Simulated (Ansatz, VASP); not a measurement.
Given: the input of a run of Ansatz 0.2.0 on BPd4.

Contents of input.yaml:

```yaml
crystal:
  lattice:
    - [2.8920299704, 0.0, 0.0]
    - [0.0, 4.3650077954, 0.0]
    - [0.0, 0.0, 5.856315]
  atoms:
    - { symbol: Pd, position: [0.5, 0.0, 0.197578] }
    - { symbol: Pd, position: [0.0, 0.0, 0.61947] }
    - { symbol: Pd, position: [0.0, 0.5, 0.329164] }
    - { symbol: Pd, position: [0.5, 0.5, 0.867561] }
    - { symbol: B, position: [0.5, 0.0, 0.863227] }
hamiltonian:
  xc: lda
  pseudopotentials: { kind: paw }
kpoints:
  mp_grid: { grid: [7, 5, 4] }
  band_path:
    path:
      - [[0.0, 0.0, 0.0], [0.5, 0.0, 0.0], [0.5, 0.5, 0.0], [0.0, 0.5, 0.0], [0.0, 0.0, 0.0], [0.0, 0.0, 0.5], [0.5, 0.0, 0.5], [0.5, 0.5, 0.5], [0.0, 0.5, 0.5], [0.0, 0.0, 0.5]]
      - [[0.0, 0.5, 0.0], [0.0, 0.5, 0.5]]
      - [[0.5, 0.0, 0.5], [0.5, 0.0, 0.0]]
      - [[0.5, 0.5, 0.0], [0.5, 0.5, 0.5]]
    npoints: 14
scf:
  occupations: { method: fermi_dirac, width: 0.05 }
  n_extra_bands: 12
output:
  forces: true
  stress: true
  eigenvalues: true
  fatbands: true
```

Potentials or basis: Ansatz PAW.

Command:

```console
$ ansatz run input.yaml --threads 2 --pin off --max-ram 5632MiB --backend cpu --events-out ev --progress --plain --runs-dir out
```

Question: Set up the same calculation for VASP 6.6.1. Potentials there: VASP PAW LDA potentials, release 64 (Pd, B).

Answer: As run (the cutoff follows the program's own potentials):

The input INCAR:

```
SYSTEM = BPd4
  PREC = Accurate
  ENCUT = 520
  EDIFF = 1E-6
  ISMEAR = -1
  SIGMA = 0.05
  LREAL = .FALSE.
  LASPH = .TRUE.
  NELM = 100
  ALGO = Fast
  ISIF = 2
  LWAVE = .FALSE.
  LCHARG = .FALSE.
  LMAXMIX = 4
  GGA = CA
  NBANDS = 30
```

Contents of KPOINTS:

```
regular mesh
0
G
  7 5 4
  0 0 0
```

Contents of POSCAR:

```
BPd4
1.0
    2.8920299704      0.0000000000      0.0000000000
    0.0000000000      4.3650077954      0.0000000000
    0.0000000000      0.0000000000      5.8563150000
Pd B
4 1
Direct
    0.5000000000      0.0000000000      0.1975780000
    0.0000000000      0.0000000000      0.6194700000
    0.0000000000      0.5000000000      0.3291640000
    0.5000000000      0.5000000000      0.8675610000
    0.5000000000      0.0000000000      0.8632270000
```

Contents of KPOINTS_OPT:

```
path GXSYGZURTZ,YT,UX,SR
10
line-mode
reciprocal
 0.0000000000  0.0000000000  0.0000000000  G
 0.5000000000  0.0000000000  0.0000000000  X

 0.5000000000  0.0000000000  0.0000000000  X
 0.5000000000  0.5000000000  0.0000000000  S

 0.5000000000  0.5000000000  0.0000000000  S
 0.0000000000  0.5000000000  0.0000000000  Y

 0.0000000000  0.5000000000  0.0000000000  Y
 0.0000000000  0.0000000000  0.0000000000  G

 0.0000000000  0.0000000000  0.0000000000  G
 0.0000000000  0.0000000000  0.5000000000  Z

 0.0000000000  0.0000000000  0.5000000000  Z
 0.5000000000  0.0000000000  0.5000000000  U

 0.5000000000  0.0000000000  0.5000000000  U
 0.5000000000  0.5000000000  0.5000000000  R

 0.5000000000  0.5000000000  0.5000000000  R
 0.0000000000  0.5000000000  0.5000000000  T

 0.0000000000  0.5000000000  0.5000000000  T
 0.0000000000  0.0000000000  0.5000000000  Z

 0.0000000000  0.5000000000  0.0000000000  Y
 0.0000000000  0.5000000000  0.5000000000  T

 0.5000000000  0.0000000000  0.5000000000  U
 0.5000000000  0.0000000000  0.0000000000  X

 0.5000000000  0.5000000000  0.0000000000  S
 0.5000000000  0.5000000000  0.5000000000  R
```

Potentials or basis: VASP PAW LDA potentials, release 64 (Pd, B).

Run with:

```bash
$ cat potpaw_LDA.64/Pd/POTCAR potpaw_LDA.64/B/POTCAR > POTCAR
$ mpirun -np 1 vasp_std > vasp.out
```

Both were run:

|  | VASP | Ansatz | Ansatz less VASP |
| --- | --- | --- | --- |
| gap on the k mesh at the Fermi level (eV) | none | none | - |
| pressure (GPa) | -12.8 | -13.3 | -0.49 |
| traceless stress, the component that is largest in VASP (GPa) | -0.58 | -0.48 | +0.106 |
| rms of the force components (eV/Å) | 0.066 | 0.084 | +0.0176 |

LDA's correlation is that of Perdew and Zunger in VASP and of Perdew and Wang (1992) in Ansatz. Atom by atom the forces differ by 0.024 eV/Å (rms over components). A gap of «none» marks a metal or a gap that the smearing closes. VASP's potentials hold 43 valence electrons a cell and Ansatz's 75, so a difference there can come from the potentials and not from the codes.
